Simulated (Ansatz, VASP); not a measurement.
## Na2S in VASP and in Ansatz

POSCAR

```
Na2S
1.0
    0.0000000000      3.2554286299      3.2554286299
    3.2554286299      0.0000000000      3.2554286299
    3.2554286299      3.2554286299      0.0000000000
Na S
2 1
Direct
    0.2500000000      0.2500000000      0.2500000000
    0.7500000000      0.7500000000      0.7500000000
    0.0000000000      0.0000000000      0.0000000000
```

File INCAR.step1:

```
PREC = Accurate
ENCUT = 400
EDIFF = 1E-5
ISMEAR = 0
SIGMA = 0.01
LREAL = False
LASPH = True
NELM = 120
ALGO = Normal
ISIF = 2
LWAVE = True
LCHARG = False
NBANDS = 17
GGA = PE
GGA_COMPAT = False
```

Contents of INCAR.step2:

```
PREC = Accurate
ENCUT = 400
EDIFF = 1E-6
ISMEAR = 0
SIGMA = 0.01
LREAL = False
LASPH = True
NELM = 120
ALGO = Normal
ISIF = 2
LWAVE = False
LCHARG = False
GGA = PE
LHFCALC = True
AEXX = 0.75
HFSCREEN = 0.1
PRECFOCK = Normal
NBANDS = 17
ISTART = 1
GGA_COMPAT = False
```

KPOINTS

```
regular mesh
0
Gamma
  4 4 4
```

Input for Ansatz:

```yaml
crystal:
  lattice:
    - [0.0, 3.2554286299, 3.2554286299]
    - [3.2554286299, 0.0, 3.2554286299]
    - [3.2554286299, 3.2554286299, 0.0]
  atoms:
    - { symbol: Na, position: [0.25, 0.25, 0.25] }
    - { symbol: Na, position: [0.75, 0.75, 0.75] }
    - { symbol: S, position: [0.0, 0.0, 0.0] }
kpoints:
  mp_grid: { grid: [4, 4, 4] }
hamiltonian:
  xc: { exchange: pbe, correlation: pbe, exx: { coeff: 0.75, omega: 0.1 } }
scf:
  occupations: { method: fixed }
  n_extra_bands: 4
output:
  forces: true
  stress: true
  eigenvalues: true
```

Alike in both runs: task single point; functional PBE-based screened hybrid with a share of 0.75 of exact exchange and HFSCREEN = 0.1; k mesh 4 × 4 × 4; no spin polarisation.

```csv
,VASP,Ansatz
version,VASP 6.6.1,Ansatz 0.2.0
potentials or method,"VASP PAW PBE potentials, release 64 (Na_pv, S)",plane waves
plane-wave cutoff (eV),400,420
occupations,"gaussian, width 0.01 eV",fixed
valence electrons in the cell,20,24
```

```tsv
	VASP	Ansatz	Ansatz less VASP
gap on the k mesh at the Fermi level (eV)	6.66	6.66	+0.003
pressure (GPa)	-1.2	-1.0	+0.24
```

VASP's potentials were made for PBE, not for PBE-based screened hybrid. VASP's potentials hold 20 valence electrons a cell and Ansatz's 24, so a difference there can come from the potentials and not from the codes. Ansatz's warnings: stress exchange threshold loose, stress scf threshold loose.
